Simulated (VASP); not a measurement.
# SnSe2 (P-3m1) in VASP: a series of runs

SnSe2 is run at these levels: r2SCAN+rVV10; tasks: single point.

Program: VASP 6.6.1. These are calculated values, not measurements. Logs are shortened: lines on timing, memory, paths and dates and some standing lists are left out, and cuts for length are marked.

**1. The cell of the first run**

It takes space group P-3m1 (No. 164, trigonal). Conventional cell: a = 3.811 Å, b = 3.811 Å, c = 6.136 Å, α = 90.00°, β = 90.00°, γ = 120.00°. Sn (site symmetry -3m) has 6 Se at 2.68 Å within 3.5 Å. Se (site symmetry 3m) has 3 Sn at 2.68 Å within 3.5 Å.

**2. Single point, r2SCAN+rVV10**

POSCAR

```
SnSe2
1.0
    3.8110000000      0.0000000000      0.0000000000
   -1.9055000000      3.3004228138      0.0000000000
    0.0000000000      0.0000000000      6.1360000000
Sn Se
1 2
Direct
    0.0000000000      0.0000000000      0.0000000000
    0.3333333333      0.6666666667      0.2490000000
    0.6666666667      0.3333333333      0.7510000000
```

INCAR.step1

```
SYSTEM = SnSe2
  PREC = Accurate
  ENCUT = 520
  ISMEAR = 0
  SIGMA = 0.1
  LREAL = .False.
  LASPH = .True.
  NELM = 80
  NBANDS = 20
  GGA = PE
  ALGO = Normal
  EDIFF = 1E-4
  LWAVE = .True.
  LCHARG = .False.
```

INCAR.step2

```
SYSTEM = SnSe2
  PREC = Accurate
  ENCUT = 520
  EDIFF = 1E-6
  ISMEAR = 0
  SIGMA = 0.1
  LREAL = .False.
  LASPH = .True.
  NELM = 80
  ALGO = Normal
  ISIF = 2
  LWAVE = .False.
  LCHARG = .True.
  METAGGA = R2SCAN
  LMIXTAU = .True.
  LUSE_VDW = .True.
  IVDW_NL = 2
  BPARAM = 11.95
  CPARAM = 0.0093
  LELF = .True.
  LVHAR = .True.
  NBANDS = 20
  ISTART = 1
```

KPOINTS

```
Automatic mesh
0
Gamma
  6 6 4
  0 0 0
```

Potentials or basis: VASP PAW PBE potentials, release 64 (Sn_d, Se).

Run with:

```sh
> cat potpaw_PBE.64/Sn_d/POTCAR potpaw_PBE.64/Se/POTCAR > POTCAR
> cp INCAR.step1 INCAR
> mpirun -np 1 vasp_std > vasp.out
> cp INCAR.step2 INCAR
> mpirun -np 1 vasp_std > vasp.out
```

OUTCAR:

```text
SYSTEM = SnSe2
   PREC = Accurate
   ENCUT = 520
   EDIFF = 1E-6
   ISMEAR = 0
   LREAL = .False.
   LASPH = .True.
   NELM = 80
   ISIF = 2
   METAGGA = R2SCAN
   IVDW_NL = 2
   BPARAM = 11.95
   ISTART = 1

 ion  position               nearest neighbor table
   1  0.000  0.000  0.000-   2 2.68   3 2.68   2 2.68   3 2.68   3 2.68   2 2.68
   2  0.333  0.667  0.249-   1 2.68   1 2.68   1 2.68
   3  0.667  0.333  0.751-   1 2.68   1 2.68   1 2.68

  LATTYP: Found a hexagonal cell.
 ALAT       =     3.8110000000
 C/A-ratio  =     1.6100760955

  Lattice vectors:

 A1 = (   3.8110000000,   0.0000000000,   0.0000000000)
 A2 = (  -1.9055000000,   3.3004228138,   0.0000000000)
 A3 = (   0.0000000000,   0.0000000000,   6.1360000000)

Analysis of symmetry for initial positions (statically):
=====================================================================
 Subroutine PRICEL returns:
 Original cell was already a primitive cell.

 Routine SETGRP: Setting up the symmetry group for a
 hexagonal supercell.

 Subroutine GETGRP returns: Found 12 space group operations
 (whereof 12 operations were pure point group operations)
 out of a pool of 24 trial point group operations.

The static configuration has the point symmetry D_3d.

Analysis of symmetry for dynamics (positions and initial velocities):
=====================================================================
 Subroutine PRICEL returns:
 Original cell was already a primitive cell.

 Routine SETGRP: Setting up the symmetry group for a
 hexagonal supercell.

 Subroutine GETGRP returns: Found 12 space group operations
 (whereof 12 operations were pure point group operations)
 out of a pool of 24 trial point group operations.

The dynamic configuration has the point symmetry D_3d.

 Subroutine INISYM returns: Found 12 space group operations
 (whereof 12 operations are pure point group operations),
 and found     1 'primitive' translations

----------------------------------------------------------------------------------------

                                     Primitive cell

  volume of cell :      77.1781

  direct lattice vectors                    reciprocal lattice vectors
     3.811000000  0.000000000  0.000000000     0.262398321  0.151495741  0.000000000
    -1.905500000  3.300422814  0.000000000     0.000000000  0.302991482  0.000000000
     0.000000000  0.000000000  6.136000000     0.000000000  0.000000000  0.162972621

  length of vectors
     3.811000000  3.811000000  6.136000000     0.302991482  0.302991482  0.162972621

  position of ions in fractional coordinates (direct lattice)
     0.000000000  0.000000000  0.000000000
     0.333333333  0.666666667  0.249000000
     0.666666667  0.333333333  0.751000000

  ion indices of the primitive-cell ions
   primitive index   ion index
                 1           1
                 2           2
                 3           3

----------------------------------------------------------------------------------------

 KPOINTS: Automatic mesh

Automatic generation of k-mesh.
 Grid dimensions read from file:
 generate k-points for:    6    6    4

 Generating k-lattice:

  Cartesian coordinates                     Fractional coordinates (reciprocal lattice)
     0.043733053  0.025249290  0.000000000     0.166666667  0.000000000  0.000000000
     0.000000000  0.050498580  0.000000000     0.000000000  0.166666667  0.000000000
     0.000000000  0.000000000  0.040743155     0.000000000  0.000000000  0.250000000

  Length of vectors
     0.050498580  0.050498580  0.040743155

  Shift w.r.t. Gamma in fractional coordinates (k-lattice)
     0.000000000  0.000000000  0.000000000

 Subroutine IBZKPT returns following result:
 ===========================================

 Found     24 irreducible k-points:

 Following reciprocal coordinates:
            Coordinates               Weight
  0.000000  0.000000  0.000000      1.000000
  0.166667 -0.000000  0.000000      6.000000
  0.333333  0.000000  0.000000      6.000000
  0.500000  0.000000  0.000000      3.000000
  0.166667  0.166667  0.000000      6.000000
  0.333333  0.166667  0.000000     12.000000
[... 16 lines left out ...]
  0.333333  0.166667  0.500000     12.000000
  0.333333  0.333333  0.500000      2.000000
   k-points           NKPTS =     24   k-points in BZ     NKDIM =     24   number of bands    NBANDS=     20
   number of dos      NEDOS =    301   number of ions     NIONS =      3
   total plane-waves  NPLWV =  37632
   dimension x,y,z NGX =    28 NGY =   28 NGZ =   48
   dimension x,y,z NGXF=    56 NGYF=   56 NGZF=   96
   ions per type =               1   2
   NGX,Y,Z   is equivalent  to a cutoff of  12.21, 12.21, 13.00 a.u.
   NGXF,Y,Z  is equivalent  to a cutoff of  24.43, 24.43, 26.01 a.u.
 SYSTEM =  SnSe2
   PREC   = accura    normal or accurate (medium, high low for compatibility)
   ISTART =      1    job   : 0-new  1-cont  2-samecut
   ICHARG =      0    charge: 1-file 2-atom 10-const
   ISPIN  =      1    spin polarized calculation?
   LNONCOLLINEAR =      F non collinear calculations
   LSORBIT =      F    spin-orbit coupling
   LASPH  =      T    aspherical Exc in radial PAW
   ENCUT  =  520.0 eV  38.22 Ry    6.18 a.u.   7.09  7.09 11.41*2*pi/ulx,y,z
   NELM   =     80;   NELMIN=  2; NELMDL=  0     # of ELM steps
   EDIFF  = 0.1E-05   stopping-criterion for ELM
   LREAL  =      F    real-space projection
   EDIFFG = 0.1E-04   stopping-criterion for IOM
   NSW    =      0    number of steps for IOM
   IBRION =     -1    ionic relax: 0-MD 1-quasi-New 2-CG
   NFREE  =      0    steps in history (QN), initial steepest desc. (CG)
   ISIF   =      2    stress and relaxation
   ISYM   =      2    0-nonsym 1-usesym 2-fastsym
   POTIM  = 0.5000    time-step for ionic-motion
   TEBEG  =    0.0;   TEEND  =   0.0 temperature during run
   PSTRESS=    0.0 pullay stress
   NELECT =      26.0000    total number of electrons
   NUPDOWN=      -1.0000    fix difference up-down
   EMIN   =  10.00;   EMAX   =-10.00  energy-range for DOS
   EFERMI =   0.00;   METHOD = LEGACY
   ISMEAR =     0;   SIGMA  =   0.10  broadening in eV -4-tet -1-fermi 0-gaus
   EFERMI_NEDOS =   21; number of points for ismear=-14 and -15
   IALGO  =     38    algorithm
   IMIX   =      4    mixing-type and parameters
     AMIX     =   0.40;   BMIX     =  1.00
     AMIX_MAG =   1.60;   BMIX_MAG =  1.00
  volume/ion in A,a.u.               =      25.73       173.61
  Fermi-wavevector in a.u.,A,eV,Ry     =   1.139116  2.152617 17.654722  1.297585
  Thomas-Fermi vector in A             =   2.275820
   LORBIT       =      0    0 simple, 1 ext, 2 COOP (PROOUT), +10 PAW based schemes
   METAGGA = R2SCAN    functional components
   LHFCALC =     F    Hartree Fock is set to
   AEXX    =    0.0000 exact exchange contribution
   IVDW_NL    =     2    kernel type
   BPARAM     =11.9500
   IVDW    =     0    specifies the selected vdW correction
   LEPSILON=     F    determine dielectric tensor
   LRPA    =     F    only Hartree local field effects (RPA)
 non-spin polarized calculation
 Gauss-broadening in eV      SIGMA  =   0.10
  energy-cutoff  :      520.00
  volume of cell :       77.18
 maximum number of plane-waves:      2109
   NGX = 15   NGY = 15   NGZ = 23

 number of electron      26.0000006 magnetization

 Free energy of the ion-electron system (eV)
  ---------------------------------------------------
  ext. energy  EPLUGINS =         0.00000000
  ---------------------------------------------------
  free energy    TOTEN  =       -53.93409327 eV

  energy without entropy =      -53.93409327  energy(sigma->0) =      -53.93409327

 E-fermi :   4.3176     XC(G=0): -10.0660

 val. band max:        3.8782679127   @ k =   0.0000   0.0000   0.0000
 cond. band min:       4.9570672529   @ k =   0.5000   0.0000   0.2500
 fundamental gap:      1.0787993402
 Fermi energy:         4.3176070524

 k-point     1 :       0.0000    0.0000    0.0000
  band No.  band energies     occupation
      1     -18.0340      2.00000
      2     -18.0339      2.00000
      3     -17.9737      2.00000
      4     -17.9612      2.00000
      5     -17.9611      2.00000
      6     -10.6431      2.00000
[... 12 lines left out ...]
     19      13.3653      0.00000
     20      13.3653      0.00000

 k-point     2 :       0.1667   -0.0000    0.0000
  band No.  band energies     occupation
      1     -18.0505      2.00000
      2     -18.0260      2.00000
      3     -17.9692      2.00000
      4     -17.9626      2.00000
      5     -17.9575      2.00000
      6     -10.3558      2.00000
[... 12 lines left out ...]
     19      12.6814      0.00000
     20      13.6479      0.00000

 k-point     3 :       0.3333    0.0000    0.0000
  band No.  band energies     occupation
      1     -18.0859      2.00000
      2     -18.0161      2.00000
      3     -17.9784      2.00000
      4     -17.9446      2.00000
      5     -17.9442      2.00000
      6      -9.5860      2.00000
[... 12 lines left out ...]
     19      13.3815      0.00000
     20      14.2920      0.00000

 k-point     4 :       0.5000    0.0000    0.0000
  band No.  band energies     occupation
      1     -18.1041      2.00000
      2     -18.0139      2.00000
      3     -17.9831      2.00000
      4     -17.9350      2.00000
      5     -17.9347      2.00000
      6      -8.9156      2.00000
[... 12 lines left out ...]
     19      14.4922      0.00000
     20      15.1990      0.00000

 k-point     5 :       0.1667    0.1667    0.0000
  band No.  band energies     occupation
      1     -18.0698      2.00000
      2     -18.0248      2.00000
      3     -17.9700      2.00000
      4     -17.9604      2.00000
      5     -17.9436      2.00000
      6      -9.8205      2.00000
[... 12 lines left out ...]
     19      11.3369      0.00000
     20      14.6821      0.00000

 k-point     6 :       0.3333    0.1667    0.0000
  band No.  band energies     occupation
      1     -18.0874      2.00000
      2     -18.0285      2.00000
      3     -17.9737      2.00000
      4     -17.9469      2.00000
      5     -17.9350      2.00000
      6      -8.9900      2.00000
[... 12 lines left out ...]
     19      12.9419      0.00000
     20      14.5396      0.00000

 k-point     7 :       0.3333    0.3333    0.0000
  band No.  band energies     occupation
      1     -18.0609      2.00000
      2     -18.0609      2.00000
      3     -17.9563      2.00000
      4     -17.9562      2.00000
      5     -17.9388      2.00000
      6      -8.4156      2.00000
[... 12 lines left out ...]
     19      12.8193      0.00000
     20      12.8193      0.00000
[... 277 lines left out ...]
 k-point    20 :       0.3333    0.0000    0.5000
  band No.  band energies     occupation
      1     -18.0861      2.00000
      2     -18.0162      2.00000
      3     -17.9784      2.00000
      4     -17.9445      2.00000
      5     -17.9442      2.00000
      6      -9.4356      2.00000
[... 12 lines left out ...]
     19      14.1264      0.00000
     20      14.4167      0.00000

 k-point    21 :       0.5000    0.0000    0.5000
  band No.  band energies     occupation
      1     -18.1044      2.00000
      2     -18.0139      2.00000
      3     -17.9832      2.00000
      4     -17.9349      2.00000
      5     -17.9347      2.00000
      6      -8.8166      2.00000
[... 12 lines left out ...]
     19      14.2814      0.00000
     20      15.4161      0.00000

 k-point    22 :       0.1667    0.1667    0.5000
  band No.  band energies     occupation
      1     -18.0700      2.00000
      2     -18.0248      2.00000
      3     -17.9701      2.00000
      4     -17.9604      2.00000
      5     -17.9435      2.00000
      6      -9.6602      2.00000
[... 12 lines left out ...]
     19      12.4659      0.00000
     20      13.6351      0.00000

 k-point    23 :       0.3333    0.1667    0.5000
  band No.  band energies     occupation
      1     -18.0876      2.00000
      2     -18.0286      2.00000
      3     -17.9737      2.00000
      4     -17.9469      2.00000
      5     -17.9349      2.00000
      6      -8.8806      2.00000
[... 12 lines left out ...]
     19      12.7855      0.00000
     20      14.1364      0.00000

 k-point    24 :       0.3333    0.3333    0.5000
  band No.  band energies     occupation
      1     -18.0610      2.00000
      2     -18.0610      2.00000
      3     -17.9563      2.00000
      4     -17.9562      2.00000
      5     -17.9387      2.00000
      6      -8.4005      2.00000
[... 12 lines left out ...]
     19      13.4480      0.00000
     20      13.5243      0.00000

------------------------ aborting loop because EDIFF is reached ----------------------------------------

  FORCE on cell =-STRESS in cart. coord.  units (eV):
  Direction    XX          YY          ZZ          XY          YZ          ZX
  --------------------------------------------------------------------------------------
  -------------------------------------------------------------------------------------
  Total        1.1800003      1.1800003      1.8499263      0.0000000     -0.0000000      0.0000000
  in kB       24.4962050     24.4962050     38.4035293      0.0000000     -0.0000000      0.0000000
  external PRESSURE =      29.1319798 kB  Pullay stress =       0.0000000 kB

 VOLUME and BASIS-vectors are now :
 -----------------------------------------------------------------------------
  energy-cutoff  :      520.00
  volume of cell :       77.18
      direct lattice vectors                 reciprocal lattice vectors
     3.811000000  0.000000000  0.000000000     0.262398321  0.151495741  0.000000000
    -1.905500000  3.300422814  0.000000000     0.000000000  0.302991482  0.000000000
     0.000000000  0.000000000  6.136000000     0.000000000  0.000000000  0.162972621

 POSITION                                       TOTAL-FORCE (eV/Angst)
 -----------------------------------------------------------------------------------
      0.00000      0.00000      0.00000        -0.000000      0.000000      0.000000
     -0.00000      2.20028      1.52786        -0.000000     -0.000000      0.574144
      1.90550      1.10014      4.60814         0.000000      0.000000     -0.574144
 -----------------------------------------------------------------------------------
    total drift:                                0.000000      0.000000      0.000000

  FREE ENERGIE OF THE ION-ELECTRON SYSTEM (eV)
  ---------------------------------------------------
  free  energy   TOTEN  =       -53.9340932694 eV

  energy  without entropy=      -53.9340932694  energy(sigma->0) =      -53.93409327
```

It took 3 min on 1 thread of Intel Xeon Platinum 8259CL at 2.50GHz (Skylake/Cascade Lake), shared host; peak memory 0.36 GiB.

What came out:

```yaml
Free_energy: -53.9341 eV
Pressure: 2.9 GPa
Largest_force: 0.574 eV/Å
Band_gap_on_the_k_mesh: 1.08 eV (least direct gap 1.50 eV)
```

Forces in eV/Å, atoms in the order of the input:
```
Sn   0.000  0.000  0.000
Se   0.000  0.000  0.574
Se   0.000  0.000 -0.574
```

Stress tensor (GPa, compression positive):
```
2.45 0.00 0.00
0.00 2.45 0.00
0.00 0.00 3.84
```

Caveat: the PAW data sets were made with another functional, which shifts forces and pressure a little; spin-orbit coupling is left out, which moves the levels of the heavy elements.

(Part 1 of 2 ends here.)
